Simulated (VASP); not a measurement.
BaS, 2 atoms in the cell. It takes space group F-43m (No. 216, cubic). Conventional cell: a = 7.039 Å, b = 7.039 Å, c = 7.039 Å, α = 90.00°, β = 90.00°, γ = 90.00°. Ba (site symmetry -43m) has 4 S at 3.05 Å within 4.0 Å. Within 4.0 Å of S (site symmetry -43m) lie 4 Ba at 3.05 Å. 

- Program: VASP 6.6.1
- Task: dielectric tensor
- Functional: r2SCAN
- Potentials or basis: VASP PAW PBE potentials, release 64 (Ba_sv, S)
- Cutoff: 520 eV
- k mesh: 6 × 6 × 6
- Occupations: gaussian, width 0.01 eV
- Spin: no spin polarisation
- Dipole correction: no
- Further INCAR settings: ALGO = Normal; EDIFF = 1e-08

Potentials or basis: VASP PAW PBE potentials, release 64 (Ba_sv, S).

Run with:

```sh
$ cat potpaw_PBE.64/Ba_sv/POTCAR potpaw_PBE.64/S/POTCAR > POTCAR
$ mpirun -np 1 vasp_std > vasp.out
```

Hardware: 1 thread of Intel(R) Xeon(R) Platinum 8488C (Sapphire Rapids) (shared host).

Question: How long does it take, and how much memory?

Answer: It took 52 min on 1 thread of Intel(R) Xeon(R) Platinum 8488C (Sapphire Rapids), with other jobs on the host, peak memory 0.52 GiB. Counts: scf iterations 71, k points 16.
